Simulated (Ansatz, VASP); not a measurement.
Mo2Ir: VASP beside Ansatz

INCAR

```
ALGO = Fast ; EDIFF = 1E-7
EDIFFG = -0.01 ; ENCUT = 600
GGA = PE ; IBRION = 2
ISIF = 3 ; ISMEAR = 0
LASPH = T ; LCHARG = F
LREAL = F ; LWAVE = F
NELM = 60 ; NSW = 100
PREC = Accurate ; SIGMA = 0.1
```

KPOINTS

```
k-points
0
Gamma
  12 12 16
```

The input POSCAR:

```
Mo2Ir
1.0
    4.4250243399      0.0000000000      0.0000000000
   -2.2125121699      3.8321834907      0.0000000000
    0.0000000000      0.0000000000      2.7176891588
Mo Ir
2 1
Direct
    0.3333333333      0.6666666667      0.5000000000
    0.6666666667      0.3333333333      0.5000000000
    0.0000000000      0.0000000000      0.0000000000
```

Input for Ansatz:

```yaml
crystal:
  lattice:
    - [4.4250243399, 0.0, 0.0]
    - [-2.2125121699, 3.8321834907, 0.0]
    - [0.0, 0.0, 2.7176891588]
  atoms:
    - { symbol: Mo, position: [0.3333333333, 0.6666666667, 0.5] }
    - { symbol: Mo, position: [0.6666666667, 0.3333333333, 0.5] }
    - { symbol: Ir, position: [0.0, 0.0, 0.0] }
basis:
  ecutwfc: 420
kpoints:
  mp_grid: { grid: [12, 12, 16] }
hamiltonian:
  xc: pbe
scf:
  occupations: { method: gaussian, width: 0.1 }
output:
  forces: true
  stress: true
  eigenvalues: true
relax:
  adjacent_minimum: "off"
  f_tol: 0.01
  max_steps: 80
  cell: { stress_tol: 0.05 }
```

Alike in both runs: task relaxation of cell and atoms; functional PBE; k mesh 12 × 12 × 16; occupations gaussian, width 0.1 eV; no spin polarisation.

|  | VASP | Ansatz |
| --- | --- | --- |
| version | VASP 6.6.1 | Ansatz 0.2.0 |
| potentials or method | VASP PAW PBE potentials, release 64 (Mo_sv, Ir), cutoff 600 eV | scalar-relativistic, plane waves, PAW |
| valence electrons in the cell | 37 | 45 |

|  | VASP | Ansatz | Ansatz less VASP |
| --- | --- | --- | --- |
| gap on the k mesh at the Fermi level, each at its own relaxed structure (eV) | none | none | - |
| relaxed volume (Å³/atom) | 15.40 | 15.37 | -0.022 |
| relaxed cell length with the largest relative difference (Å) | 4.429 | 4.426 | -0.0022 |

A gap of «none» marks a metal or a gap that the smearing closes. VASP's potentials hold 37 valence electrons a cell and Ansatz's 45, so a difference there can come from the potentials and not from the codes.

Neither program's run includes spin-orbit coupling.
